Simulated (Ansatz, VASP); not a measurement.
**SrTiO3 in VASP and in Ansatz**

The input INCAR:

```
SYSTEM = SrTiO3
PREC = Accurate ; ENCUT = 520
EDIFF = 1E-6 ; ISMEAR = 0
SIGMA = 0.05 ; LREAL = .FALSE.
LASPH = .TRUE. ; NELM = 60
ALGO = Normal ; ISIF = 2
LWAVE = .FALSE. ; LCHARG = .TRUE.
GGA = PS ; LELF = .TRUE.
LVHAR = .TRUE. ; NBANDS = 28
```

The input KPOINTS:

```
Automatic mesh
0
G
  8 8 8
  0 0 0
```

Contents of POSCAR:

```
SrTiO3
1.0
    3.7874816529      0.0000000000      0.0000000000
    0.0000000000      3.7874816529      0.0000000000
    0.0000000000      0.0000000000      3.8913815400
Sr Ti O
1 1 3
Direct
    0.0072188559      0.0000000000      0.0000000000
    0.5178206165      0.5000000000      0.5000000000
   -0.0291211991      0.5000000000      0.5000000000
    0.4681347103      0.0000000000      0.5000000000
    0.4681347103      0.5000000000      0.0000000000
```

Input for Ansatz:

```yaml
crystal:
  lattice:
    - [3.7874816529, 0.0, 0.0]
    - [0.0, 3.7874816529, 0.0]
    - [0.0, 0.0, 3.89138154]
  atoms:
    - { symbol: Sr, position: [0.0072188559, 0.0, 0.0] }
    - { symbol: Ti, position: [0.5178206165, 0.5, 0.5] }
    - { symbol: O, position: [-0.0291211991, 0.5, 0.5] }
    - { symbol: O, position: [0.4681347103, 0.0, 0.5] }
    - { symbol: O, position: [0.4681347103, 0.5, 0.0] }
basis:
  ecutwfc: 520.0
kpoints:
  mp_grid: { grid: [8, 8, 8] }
hamiltonian:
  xc: pbesol
  pseudopotentials: { kind: paw, azcp: { folder: soft_1 } }
scf:
  occupations: { method: gaussian, width: 0.05 }
output:
  forces: true
  stress: true
  eigenvalues: true
```

Change from the starting cell: mode 1 frozen in at -0.124 Å, equal normal strain along x and y -0.0267.

Alike in both runs: task single point; functional PBEsol; k mesh 8 × 8 × 8; occupations gaussian, width 0.05 eV; no spin polarisation.

|  | VASP | Ansatz |
| --- | --- | --- |
| version | VASP 6.6.1 | Ansatz 0.2.0 |
| potentials or method | VASP PAW PBE potentials, release 64 (Sr_sv, Ti_sv, O), cutoff 520 eV | scalar-relativistic, plane waves, PAW |
| valence electrons in the cell | 40 | 40 |

Ansatz gave:

```
gap on the k mesh at the Fermi level (eV)                     : 2.08
least direct gap on the mesh (eV)                             : 2.64
pressure (GPa)                                                : 14.5
traceless stress, the component that is largest in VASP (GPa) : 8.74
rms of the force components (eV/Å)                            : 0.738
```

Task: What did VASP give for the same quantities?

Result: gap on the k mesh at the Fermi level (eV): 2.03; least direct gap on the mesh (eV): 2.62; pressure (GPa): 15.3; traceless stress, the component that is largest in VASP (GPa): 8.93; rms of the force components (eV/Å): 0.777.

VASP's potentials were made for PBE, not for PBEsol, and Ansatz warns of the same on its side. Atom by atom the forces differ by 0.040 eV/Å (rms over components). The functional is the same, so the differences come from potentials, cutoffs and numerics.
